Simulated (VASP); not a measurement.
# Hf3O: single point with PBE

Crystal: Hf3O.

```
Hf O
1.0
     4.01534    0.00000    0.00000
     0.00000    4.01534    0.00000
     0.00000    0.00000    4.01534
Hf O
3 1
Direct
  0.00000 0.50000 0.50000
  0.50000 0.00000 0.50000
  0.50000 0.50000 0.00000
  0.00000 0.00000 0.00000
```

- Program: VASP 6.6.1
- Task: single point
- Functional: PBE
- Potentials or basis: VASP PAW PBE potentials, release 64 (Hf_pv, O)
- Cutoff: 520 eV
- k mesh: 4 × 4 × 4
- Occupations: gaussian, width 0.1 eV
- Spin: no spin polarisation

| Item | Value |
| --- | --- |
| Pressure | 17.3 GPa |
| Band gap on the k mesh | zero (band 18 reaches 7.13 eV, above the bottom of band 19 at 3.71 eV) |

Levels at points of the mesh, in eV from the Fermi level:
```tsv
k point	band 13	band 14	band 15	band 16	band 17	band 18	band 19	band 20	band 21	band 22
(0.00, 0.00, 0.00)	-4.12	-4.12	-2.97	-2.69	-2.69	-2.22	-2.22	-2.22	3.75	3.75
(0.50, 0.00, 0.00)	-4.72	-3.59	-1.58	-1.22	-0.21	-0.21	1.15	1.15	1.24	1.24
(0.50, 0.50, 0.00)	-5.10	-1.54	-1.28	-1.28	-0.35	1.20	1.29	1.29	1.42	1.42
(0.50, 0.50, 0.50)	-4.56	-3.42	-3.42	-3.42	-1.18	1.00	1.00	1.00	2.41	3.19
```

It took 8.3 s on 1 thread of Intel(R) Xeon(R) 6975P-C (Granite Rapids), on a shared host, peak memory 0.17 GiB.

Caveat: the k points lie up to 0.39 Å⁻¹ apart; spin-orbit coupling is left out, which moves the levels of the heavy elements.
